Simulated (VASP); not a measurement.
Here is a VASP 6.6.1 calculation.

The input POSCAR:

```
AgI
1.0
    0.0000000000      3.2885749246      3.2885749246
    3.2885749246      0.0000000000      3.2885749246
    3.2885749246      3.2885749246      0.0000000000
Ag I
1 1
Direct
    0.0000000000      0.0000000000      0.0000000000
    0.2500000000      0.2500000000      0.2500000000
```

The input INCAR.step1:

```
ALGO     = Normal         # electronic algorithm
EDIFF    = 1E-5           # SCF threshold, eV
ENCUT    = 550            # plane-wave cutoff, eV
GGA      = PE             # functional
GGA_COMPAT= F            
ISMEAR   = 0              # smearing method
LASPH    = T              # aspherical terms in the spheres
LCHARG   = F              # write CHGCAR
LREAL    = F              # projectors in reciprocal space
LWAVE    = T              # write WAVECAR
NBANDS   = 16             # bands
NELM     = 120            # most SCF steps
PREC     = Accurate       # precision mode
SIGMA    = 0.01           # smearing width, eV
```

The input INCAR.step2:

```
ALGO     = Normal         # electronic algorithm
EDIFF    = 1E-6           # SCF threshold, eV
ENCUT    = 550            # plane-wave cutoff, eV
GGA_COMPAT= F            
ISIF     = 2              # what is computed and relaxed
ISMEAR   = 0              # smearing method
ISTART   = 1            
LASPH    = T              # aspherical terms in the spheres
LCHARG   = F              # write CHGCAR
LMIXTAU  = T            
LREAL    = F              # projectors in reciprocal space
LWAVE    = F              # write WAVECAR
METAGGA  = R2SCAN         # meta-GGA
NBANDS   = 16             # bands
NELM     = 120            # most SCF steps
PREC     = Accurate       # precision mode
SIGMA    = 0.01           # smearing width, eV
```

File KPOINTS:

```
k-points
0
Gamma
  4 4 4
```

Potentials or basis: VASP PAW PBE potentials, release 64 (Ag, I).

Run with:

```console
$ cat potpaw_PBE.64/Ag/POTCAR potpaw_PBE.64/I/POTCAR > POTCAR
$ cp INCAR.step1 INCAR
$ mpirun -np 1 vasp_std > vasp.out
$ cp INCAR.step2 INCAR
$ mpirun -np 1 vasp_std > vasp.out
```

Problem. Estimate the band gap on the k mesh.

Solution. 1.79 eV, direct.

Problem. Predict the pressure.

Solution. 0.0 GPa.

Caveat: the PAW data sets were made with another functional, which shifts forces and pressure a little; spin-orbit coupling is left out, which moves the levels of the heavy elements. r2SCAN opens gaps a little over a GGA but as a rule still falls short of measured ones.
